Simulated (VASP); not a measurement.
# Zn3Cl (P6_3/mmc) in VASP: notebook, part 2 of 2

VASP 6.6.1. Earlier steps stand in the parts before.

## 3. Relaxation of cell and atoms, PBE

This run uses another cell than the first one, of 17.27 Å³/atom.

Contents of INCAR:

```
PREC = Accurate
ENCUT = 600
EDIFF = 1E-6
ISMEAR = 0
SIGMA = 0.1
LREAL = False
LASPH = True
NELM = 100
ALGO = Normal
ISIF = 3
LWAVE = False
LCHARG = False
GGA = PE
IBRION = 2
NSW = 90
EDIFFG = -0.04
```

Contents of KPOINTS:

```
Automatic mesh
0
Gamma
  3 3 4
```

Contents of POSCAR:

```
Zn3Cl
1.0
    5.8363496254      0.0000000000      0.0000000000
   -2.9181748127      5.0544270410      0.0000000000
    0.0000000000      0.0000000000      4.6845710783
Zn Cl
6 2
Direct
    0.8330000000      0.6660000000      0.2500000000
    0.1670000000      0.8330000000      0.7500000000
    0.3340000000      0.1670000000      0.2500000000
    0.1670000000      0.3340000000      0.7500000000
    0.8330000000      0.1670000000      0.2500000000
    0.6660000000      0.8330000000      0.7500000000
    0.3333333333      0.6666666667      0.2500000000
    0.6666666667      0.3333333333      0.7500000000
```

Potentials or basis: VASP PAW PBE potentials, release 64 (Zn, Cl).

Started as:

```bash
$ cat potpaw_PBE.64/Zn/POTCAR potpaw_PBE.64/Cl/POTCAR > POTCAR
$ mpirun -np 1 vasp_std > vasp.out
```

OUTCAR:

```text
PREC = Accurate
   ENCUT = 600
   EDIFF = 1E-6
   ISMEAR = 0
   LREAL = False
   LASPH = True
   NELM = 100
   ISIF = 3
   GGA = PE
   IBRION = 2
   NSW = 90
   EDIFFG = -0.04

 ion  position               nearest neighbor table
   1  0.833  0.666  0.250-   2 2.89   6 2.89   2 2.89   6 2.89   5 2.91   3 2.91   3 2.92   5 2.92

   2  0.167  0.833  0.750-   1 2.89   1 2.89   3 2.89   3 2.89   6 2.91   4 2.91   6 2.92   4 2.92

   3  0.334  0.167  0.250-   4 2.89   4 2.89   2 2.89   2 2.89   5 2.91   1 2.91   5 2.92   1 2.92

   4  0.167  0.334  0.750-   3 2.89   5 2.89   3 2.89   5 2.89   2 2.91   6 2.91   2 2.92   6 2.92

   5  0.833  0.167  0.250-   4 2.89   4 2.89   6 2.89   6 2.89   3 2.91   1 2.91   3 2.92   1 2.92

   6  0.666  0.833  0.750-   1 2.89   1 2.89   5 2.89   5 2.89   2 2.91   4 2.91   2 2.92   4 2.92

   7  0.333  0.667  0.250-
   8  0.667  0.333  0.750-

  LATTYP: Found a hexagonal cell.
 ALAT       =     5.8363496254
 C/A-ratio  =     0.8026542923

  Lattice vectors:

 A1 = (   5.8363496254,   0.0000000000,   0.0000000000)
 A2 = (  -2.9181748127,   5.0544270410,   0.0000000000)
 A3 = (   0.0000000000,   0.0000000000,   4.6845710783)

Analysis of symmetry for initial positions (statically):
=====================================================================
 Subroutine PRICEL returns:
 Original cell was already a primitive cell.

 Routine SETGRP: Setting up the symmetry group for a
 hexagonal supercell.

 Subroutine GETGRP returns: Found 24 space group operations
 (whereof 12 operations were pure point group operations)
 out of a pool of 24 trial point group operations.

The static configuration has the point symmetry D_3d.
 The point group associated with its full space group is D_6h.

Analysis of symmetry for dynamics (positions and initial velocities):
=====================================================================
 Subroutine PRICEL returns:
[... 139 lines left out ...]
 Gauss-broadening in eV      SIGMA  =   0.10
  energy-cutoff  :      600.00
  volume of cell :      138.19
 maximum number of plane-waves:      4650
 NGX is ok and might be reduce to    48
   NGX = 23   NGY = 23   NGZ = 19

--------------------------------------- Ionic step        1  -------------------------------------------

 number of electron      86.0000098 magnetization

 Free energy of the ion-electron system (eV)
  ---------------------------------------------------
  ext. energy  EPLUGINS =         0.00000000
  ---------------------------------------------------
  free energy    TOTEN  =        -8.58539497 eV

  energy without entropy =       -8.57722032  energy(sigma->0) =       -8.58130764

------------------------ aborting loop because EDIFF is reached ----------------------------------------

  FORCE on cell =-STRESS in cart. coord.  units (eV):
  Direction    XX          YY          ZZ          XY          YZ          ZX
  --------------------------------------------------------------------------------------
  -------------------------------------------------------------------------------------
  Total        6.5940365      6.5940365      5.4175620      0.0000000      0.0000000     -0.0000000
  in kB       76.4502421     76.4502421     62.8103781      0.0000000      0.0000000     -0.0000000
  external PRESSURE =      71.9036208 kB  Pullay stress =       0.0000000 kB
[... 107 lines left out ...]
  FREE ENERGIE OF THE ION-ELECTRON SYSTEM (eV)
  ---------------------------------------------------
  free  energy   TOTEN  =        -9.0641882199 eV

  energy  without entropy=       -9.0573960432  energy(sigma->0) =       -9.06079213

 E-fermi :   2.8114     XC(G=0): -10.3411

 val. band max:        2.7247918840   @ k =   0.0000   0.0000   0.2500
 cond. band min:       2.8145862926   @ k =   0.3333   0.0000   0.0000
 fundamental gap:      0.0897944087
 Fermi energy:         2.8114169150

 k-point     1 :       0.0000    0.0000    0.0000
  band No.  band energies     occupation
      1     -13.3201      2.00000
      2     -13.2322      2.00000
      3      -8.2185      2.00000
      4      -6.8695      2.00000
      5      -6.8695      2.00000
      6      -6.7583      2.00000
[... 475 lines left out ...]
     50       6.1489      0.00000
     51       9.1966      0.00000

[... ionic steps 4 to 17 ...]

--------------------------------------- Ionic step       18  -------------------------------------------

 number of electron      86.0000073 magnetization

------------------------ aborting loop because EDIFF is reached ----------------------------------------
[... 79 lines left out ...]
--------------------------------------- Ionic step       20  -------------------------------------------

 number of electron      85.9999969 magnetization

 Free energy of the ion-electron system (eV)
  ---------------------------------------------------
  ext. energy  EPLUGINS =         0.00000000
  ---------------------------------------------------
  free energy    TOTEN  =       -10.35241659 eV

  energy without entropy =      -10.32628651  energy(sigma->0) =      -10.33935155

 E-fermi :   1.8393     XC(G=0):  -9.6335

 val. band max:        1.8190394534   @ k =   0.3333   0.0000   0.2500
 cond. band min:       1.9115641326   @ k =   0.3333   0.0000   0.0000
 fundamental gap:      0.0925246793
 Fermi energy:         1.8392596618

 k-point     1 :       0.0000    0.0000    0.0000
  band No.  band energies     occupation
      1     -13.7566      2.00000
      2     -13.6370      2.00000
      3      -5.9978      2.00000
      4      -5.8742      2.00000
      5      -5.8376      2.00000
      6      -5.8376      2.00000
[... 510 lines left out ...]
  FREE ENERGIE OF THE ION-ELECTRON SYSTEM (eV)
  ---------------------------------------------------
  free  energy   TOTEN  =       -10.3524165950 eV

  energy  without entropy=      -10.3262865088  energy(sigma->0) =      -10.33935155

 reached required accuracy - stopping structural energy minimisation
```

Wall time 32 min (1 thread of AMD EPYC, shared host); peak memory 0.29 GiB.

Results:

```yaml
Free_energy: -10.3524 eV
Relaxed_volume: 21.01 Å³/atom
Relaxed_cell: a = 7.221 Å, b = 7.221 Å, c = 3.722 Å, α = 90.00°, β = 90.00°, γ = 120.00°
Space_group_after_relaxing_to_0.1_Å: P6_3/mmc (No. 194)
Pressure_after_relaxing: -0.1 GPa
Largest_force_after_relaxing: 0.024 eV/Å
Band_gap_on_the_k_mesh: zero (bands 43 and 44 overlap by 2.09 eV)
```

Forces in eV/Å, atoms in the order of the input:
```
Zn   0.000 -0.024  0.000
Zn   0.020 -0.012  0.000
Zn   0.020  0.012  0.000
Zn   0.000  0.024  0.000
Zn  -0.020  0.012  0.000
Zn  -0.020 -0.012  0.000
Cl   0.000  0.000  0.000
Cl   0.000  0.000  0.000
```

Stress tensor (GPa, compression positive):
```
-0.05  0.00  0.00
 0.00 -0.05  0.00
 0.00  0.00 -0.14
```

Final structure:
```
CELL_PARAMETERS angstrom
7.22074 0.00000 0.00000
-3.61037 6.25334 0.00000
0.00000 0.00000 3.72159
ATOMIC_POSITIONS crystal
Zn 0.85571 0.71142 0.25000
Zn 0.14429 0.85571 0.75000
Zn 0.28858 0.14429 0.25000
Zn 0.14429 0.28858 0.75000
Zn 0.85571 0.14429 0.25000
Zn 0.71142 0.85571 0.75000
Cl 0.33333 0.66667 0.25000
Cl 0.66667 0.33333 0.75000
```

Levels at points of the mesh, in eV from the Fermi level:
| k point | band 41 | band 42 | band 43 | band 44 | band 45 | band 46 |
| --- | --- | --- | --- | --- | --- | --- |
| (0.00, 0.00, 0.00) | -2.58 | -0.11 | 0.48 | 0.48 | 2.00 | 2.89 |
| (0.00, 0.00, 0.50) | -1.61 | -1.61 | -1.61 | -1.61 | 1.57 | 1.57 |

Caveat: the k points lie up to 0.42 Å⁻¹ apart in the final cell, too coarse for converged energies and pressures of a metal; the volume moved by over 15 % at a fixed basis, so the end points are rough.

The gap in the log of VASP goes by the Fermi energy; the results here count the filled bands.